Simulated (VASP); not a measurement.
# MoP (P-6m2) in VASP: single point with PBE

Aim: the single point of MoP with PBE.

All numbers are computed with VASP 6.6.1; they aren't measurements. Logs are shortened: lines on timing, memory, paths and dates and some standing lists are left out, and cuts for length are marked.

**1. The cell of the first run**

Symmetry: P-6m2, No. 187, hexagonal system. The conventional cell has a = 3.242 Å, b = 3.242 Å, c = 3.194 Å, α = 90.00°, β = 90.00°, γ = 120.00°. Mo (site symmetry -6m2) has 6 P at 2.46 Å and 8 Mo at 3.19 to 3.24 Å within 3.3 Å. P (site symmetry -6m2) has 6 Mo at 2.46 Å and 8 P at 3.19 to 3.24 Å within 3.3 Å.

**2. Single point, PBE, non-collinear spin, zero start, spin-orbit coupling**

File INCAR:

```
SYSTEM = MoP
ALGO = Normal ; EDIFF = 1E-6
ENCUT = 500 ; GGA = PE
GGA_COMPAT = .FALSE. ; ISIF = 2
ISMEAR = 0 ; LASPH = .TRUE.
LCHARG = .TRUE. ; LMAXMIX = 4
LORBIT = 11 ; LORBMOM = .TRUE.
LREAL = .FALSE. ; LSORBIT = .TRUE.
LVHAR = .TRUE. ; LWAVE = .FALSE.
MAGMOM = 0 0 0 0 0 0 ; NBANDS = 31
NELM = 200 ; PREC = Accurate
SIGMA = 0.1
```

File KPOINTS:

```
k-points
0
G
  15 15 14
  0 0 0
```

File POSCAR:

```
MoP
1.0
    3.2415364966      0.0000000000      0.0000000000
   -1.6207682483      2.8072529533      0.0000000000
    0.0000000000      0.0000000000      3.1944186397
Mo P
1 1
Direct
    0.0000000000      0.0000000000      0.0000000000
    0.3333333333      0.6666666667      0.5000000000
```

Potentials or basis: VASP PAW PBE potentials, release 64 (Mo_sv, P).

Run with:

```bash
> cat potpaw_PBE.64/Mo_sv/POTCAR potpaw_PBE.64/P/POTCAR > POTCAR
> mpirun -np 1 vasp_ncl > vasp.out
```

OUTCAR:

```text
SYSTEM = MoP
   EDIFF = 1E-6
   ENCUT = 500
   GGA = PE
   ISIF = 2
   ISMEAR = 0
   LASPH = .TRUE.
   LORBIT = 11
   LREAL = .FALSE.
   LSORBIT = .TRUE.
   NELM = 200
   PREC = Accurate

 ion  position               nearest neighbor table
   1  0.000  0.000  0.000-   2 2.46   2 2.46   2 2.46   2 2.46   2 2.46   2 2.46
   2  0.333  0.667  0.500-   1 2.46   1 2.46   1 2.46   1 2.46   1 2.46   1 2.46

  LATTYP: Found a hexagonal cell.
 ALAT       =     3.2415364966
 C/A-ratio  =     0.9854643448

  Lattice vectors:

 A1 = (   3.2415364966,   0.0000000000,   0.0000000000)
 A2 = (  -1.6207682483,   2.8072529533,   0.0000000000)
 A3 = (   0.0000000000,   0.0000000000,   3.1944186397)

Analysis of symmetry for initial positions (statically):
=====================================================================
 Subroutine PRICEL returns:
 Original cell was already a primitive cell.

 Routine SETGRP: Setting up the symmetry group for a
 hexagonal supercell.

 Subroutine GETGRP returns: Found 12 space group operations
 (whereof 12 operations were pure point group operations)
 out of a pool of 24 trial point group operations.

The static configuration has the point symmetry D_3h.

Analysis of symmetry for dynamics (positions and initial velocities):
=====================================================================
 Subroutine PRICEL returns:
 Original cell was already a primitive cell.

 Routine SETGRP: Setting up the symmetry group for a
 hexagonal supercell.

 Subroutine GETGRP returns: Found 12 space group operations
 (whereof 12 operations were pure point group operations)
 out of a pool of 24 trial point group operations.

The dynamic configuration has the point symmetry D_3h.

Analysis of structural, dynamic, and magnetic symmetry:
=====================================================================
 Subroutine PRICEL returns:
 Original cell was already a primitive cell.

 Routine SETGRP: Setting up the symmetry group for a
 hexagonal supercell.

 Subroutine GETGRP returns: Found 12 space group operations
 (whereof 12 operations were pure point group operations)
 out of a pool of 24 trial point group operations.

The overall configuration has the point symmetry D_3h.

 Subroutine INISYM returns: Found 12 space group operations
 (whereof 12 operations are pure point group operations),
 and found     1 'primitive' translations

----------------------------------------------------------------------------------------

                                     Primitive cell

  volume of cell :      29.0686

  direct lattice vectors                    reciprocal lattice vectors
     3.241536497  0.000000000  0.000000000     0.308495678  0.178110063  0.000000000
    -1.620768248  2.807252953  0.000000000     0.000000000  0.356220126  0.000000000
     0.000000000  0.000000000  3.194418640     0.000000000  0.000000000  0.313046007

  length of vectors
     3.241536497  3.241536497  3.194418640     0.356220126  0.356220126  0.313046007

  position of ions in fractional coordinates (direct lattice)
     0.000000000  0.000000000  0.000000000
     0.333333333  0.666666667  0.500000000

  ion indices of the primitive-cell ions
   primitive index   ion index
                 1           1
                 2           2

----------------------------------------------------------------------------------------

 KPOINTS: k-points

Automatic generation of k-mesh.
 Grid dimensions read from file:
 generate k-points for:   15   15   14

 Generating k-lattice:

  Cartesian coordinates                     Fractional coordinates (reciprocal lattice)
     0.020566379  0.011874004  0.000000000     0.066666667 -0.000000000  0.000000000
     0.000000000  0.023748008  0.000000000     0.000000000  0.066666667  0.000000000
     0.000000000  0.000000000  0.022360429     0.000000000  0.000000000  0.071428571

  Length of vectors
     0.023748008  0.023748008  0.022360429

  Shift w.r.t. Gamma in fractional coordinates (k-lattice)
     0.000000000  0.000000000  0.000000000

[... 94 lines left out ...]
  ---------------------------------------------------
  ext. energy  EPLUGINS =         0.00000000
  ---------------------------------------------------
  free energy    TOTEN  =       -17.76850686 eV

  energy without entropy =      -17.76362045  energy(sigma->0) =      -17.76606366

 E-fermi :  11.7116     XC(G=0): -12.5316

 val. band max:       11.7047208426   @ k =   0.3333  -0.0000   0.2143
 cond. band min:      11.7116835131   @ k =   0.3333   0.3333   0.0000
 fundamental gap:      0.0069626704
 Fermi energy:        11.7116315563

 k-point     1 :       0.0000    0.0000    0.0000
  band No.  band energies     occupation
      1     -49.4780      1.00000
      2     -49.4780      1.00000
      3     -25.1322      1.00000
      4     -25.1322      1.00000
      5     -22.7593      1.00000
      6     -22.7593      1.00000
[... 805 lines left out ...]
     30      21.0874      0.00000
     31      23.0953      0.00000

 [... further k-points ...]

------------------------ aborting loop because EDIFF is reached ----------------------------------------

  FORCE on cell =-STRESS in cart. coord.  units (eV):
  Direction    XX          YY          ZZ          XY          YZ          ZX
  --------------------------------------------------------------------------------------
  -------------------------------------------------------------------------------------
  Total        0.0243331      0.0243331      0.0351789      0.0000000      0.0000000      0.0000000
  in kB        1.3411679      1.3411679      1.9389574      0.0000000      0.0000000      0.0000000
  external PRESSURE =       1.5404311 kB  Pullay stress =       0.0000000 kB

 VOLUME and BASIS-vectors are now :
 -----------------------------------------------------------------------------
  energy-cutoff  :      500.00
  volume of cell :       29.07
      direct lattice vectors                 reciprocal lattice vectors
     3.241536497  0.000000000  0.000000000     0.308495678  0.178110063  0.000000000
    -1.620768248  2.807252953  0.000000000     0.000000000  0.356220126  0.000000000
     0.000000000  0.000000000  3.194418640     0.000000000  0.000000000  0.313046007

 POSITION                                       TOTAL-FORCE (eV/Angst)
 -----------------------------------------------------------------------------------
      0.00000      0.00000      0.00000         0.000000      0.000000      0.000000
     -0.00000      1.87150      1.59721        -0.000000     -0.000000      0.000000
 -----------------------------------------------------------------------------------
    total drift:                                0.000000     -0.000000     -0.000000

  FREE ENERGIE OF THE ION-ELECTRON SYSTEM (eV)
  ---------------------------------------------------
  free  energy   TOTEN  =       -17.7685068638 eV

  energy  without entropy=      -17.7636204510  energy(sigma->0) =      -17.76606366

 orbital moment (x)

 # of ion     p       d       tot
 ----------------------------------------
  1        -0.000  -0.000  -0.000
  2         0.000   0.000   0.000
 ----------------------------------------
            0.000  -0.000  -0.000

 orbital moment (y)

 # of ion     p       d       tot
 ----------------------------------------
  1         0.000  -0.000  -0.000
  2         0.000   0.000   0.000
 ----------------------------------------
            0.000  -0.000   0.000

 orbital moment (z)

 # of ion     p       d       tot
 ----------------------------------------
  1         0.000   0.000   0.000
  2         0.000   0.000   0.000
 ----------------------------------------
            0.000   0.000   0.000

 Spin-Orbit-Coupling matrix elements

 Ion:    1  E_soc:     -0.1961745
 l=   1
     0.0000000    -0.0298119    -0.0300837
    -0.0298119     0.0000000    -0.0298119
    -0.0300837    -0.0298119     0.0000000
 l=   2
     0.0000000    -0.0005874     0.0000000    -0.0005874    -0.0025558
    -0.0005874     0.0000000    -0.0014266    -0.0006214    -0.0005874
     0.0000000    -0.0014266     0.0000000    -0.0014266     0.0000000
    -0.0005874    -0.0006214    -0.0014266     0.0000000    -0.0005874
    -0.0025558    -0.0005874     0.0000000    -0.0005874     0.0000000
 l=   3
     0.0000000     0.0000000     0.0000000     0.0000000     0.0000000     0.0000000     0.0000000
     0.0000000     0.0000000     0.0000000     0.0000000     0.0000000     0.0000000     0.0000000
     0.0000000     0.0000000     0.0000000     0.0000000     0.0000000     0.0000000     0.0000000
     0.0000000     0.0000000     0.0000000     0.0000000     0.0000000     0.0000000     0.0000000
     0.0000000     0.0000000     0.0000000     0.0000000     0.0000000     0.0000000     0.0000000
     0.0000000     0.0000000     0.0000000     0.0000000     0.0000000     0.0000000     0.0000000
     0.0000000     0.0000000     0.0000000     0.0000000     0.0000000     0.0000000     0.0000000

 Ion:    2  E_soc:     -0.0013387
 l=   1
     0.0000000    -0.0002201    -0.0002291
    -0.0002201     0.0000000    -0.0002201
    -0.0002291    -0.0002201     0.0000000
 l=   2
     0.0000000     0.0000000     0.0000000     0.0000000     0.0000000
     0.0000000     0.0000000     0.0000000     0.0000000     0.0000000
     0.0000000     0.0000000     0.0000000     0.0000000     0.0000000
     0.0000000     0.0000000     0.0000000     0.0000000     0.0000000
     0.0000000     0.0000000     0.0000000     0.0000000     0.0000000
 l=   3
     0.0000000     0.0000000     0.0000000     0.0000000     0.0000000     0.0000000     0.0000000
     0.0000000     0.0000000     0.0000000     0.0000000     0.0000000     0.0000000     0.0000000
     0.0000000     0.0000000     0.0000000     0.0000000     0.0000000     0.0000000     0.0000000
     0.0000000     0.0000000     0.0000000     0.0000000     0.0000000     0.0000000     0.0000000
     0.0000000     0.0000000     0.0000000     0.0000000     0.0000000     0.0000000     0.0000000
     0.0000000     0.0000000     0.0000000     0.0000000     0.0000000     0.0000000     0.0000000
     0.0000000     0.0000000     0.0000000     0.0000000     0.0000000     0.0000000     0.0000000

 total charge

# of ion       s       p       d       tot
------------------------------------------
    1        2.269   6.190   4.104  12.563
    2        1.013   1.506   0.000   2.519
--------------------------------------------------
tot          3.282   7.696   4.104  15.082

 magnetization (x)

# of ion       s       p       d       tot
------------------------------------------
    1        0.000   0.000   0.000   0.000
    2       -0.000   0.000   0.000  -0.000
--------------------------------------------------
tot         -0.000   0.000   0.000  -0.000

 magnetization (y)

# of ion       s       p       d       tot
------------------------------------------
    1       -0.000   0.000  -0.000  -0.000
    2        0.000  -0.000   0.000  -0.000
--------------------------------------------------
tot         -0.000  -0.000  -0.000  -0.000

 magnetization (z)

# of ion       s       p       d       tot
------------------------------------------
    1        0.000  -0.000   0.000  -0.000
    2        0.000   0.000   0.000   0.000
--------------------------------------------------
tot          0.000  -0.000   0.000  -0.000
```

Wall time 12 min (1 thread of Oxide Virtual Turin-like, shared host); peak memory 0.49 GiB.

What came out:

```
Free energy                                           : -17.7685 eV
Pressure                                              : 0.2 GPa
Net moment                                            : 0.00 μB per cell
Valence electrons inside the program's atomic spheres : Mo 12.56; P 2.52
```

Moments on the atoms (μB; x, y, z):
```
Mo  0.00 0.00 0.00
P   0.00 0.00 0.00
```
